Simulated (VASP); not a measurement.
Input of a VASP 6.6.1 run:

Contents of INCAR:

```
  PREC = Accurate
  ENCUT = 520
  EDIFF = 1E-7
  ISMEAR = 0
  SIGMA = 0.02
  LREAL = F
  LASPH = T
  NELM = 80
  ALGO = Normal
  ISIF = 2
  LWAVE = F
  LCHARG = T
  GGA = PS
  LELF = T
  LVHAR = T
  NBANDS = 46
```

Contents of KPOINTS:

```
regular mesh
0
Gamma
  8 8 4
```

The input POSCAR:

```
Al2GaN3
1.0
    5.9729235089     -1.6305927080      0.0129486813
    5.9729235089      1.6305927080      0.0129486813
   -1.9579070390      0.0000000000      6.9618864580
Al Ga N
4 2 6
Direct
    0.9442896632      0.9442896632      0.3900564630
    0.8892411101      0.8892411101      0.7787027645
    0.2233292978      0.2233292978      0.4464722244
    0.5548687944      0.5548687944      0.1150145235
    0.2775257572      0.2775257572      0.0588616558
    0.6097698547      0.6097698547      0.7228719343
    0.1458686940      0.1458686940      0.1796449151
    0.4794489703      0.4794489703      0.8473115065
    0.8161501907      0.8161501907      0.5095677711
    0.7656499841      0.7656499841      0.9038680803
    0.0964104015      0.0964104015      0.5667637027
    0.4328122819      0.4328122819      0.2456654488
```

Potentials or basis: VASP PAW PBE potentials, release 64 (Al, Ga_d, N).

The run is started by

```bash
$ cat potpaw_PBE.64/Al/POTCAR potpaw_PBE.64/Ga_d/POTCAR potpaw_PBE.64/N/POTCAR > POTCAR
$ mpirun -np 1 vasp_std > vasp.out
```

(1) Estimate the pressure.

(2) Predict the band gap on the k mesh.

(3) What does it give for the largest force?

## Answers

(1) -9.0 GPa.

(2) 2.62 eV.

(3) 0.007 eV/Å.

Caveat: the cell differs from its parent crystal (biaxial strain in the a-b plane: +4.0 %, then relaxed in part); the cell stands under tension; the PAW data sets were made with another functional, which shifts forces and pressure a little.
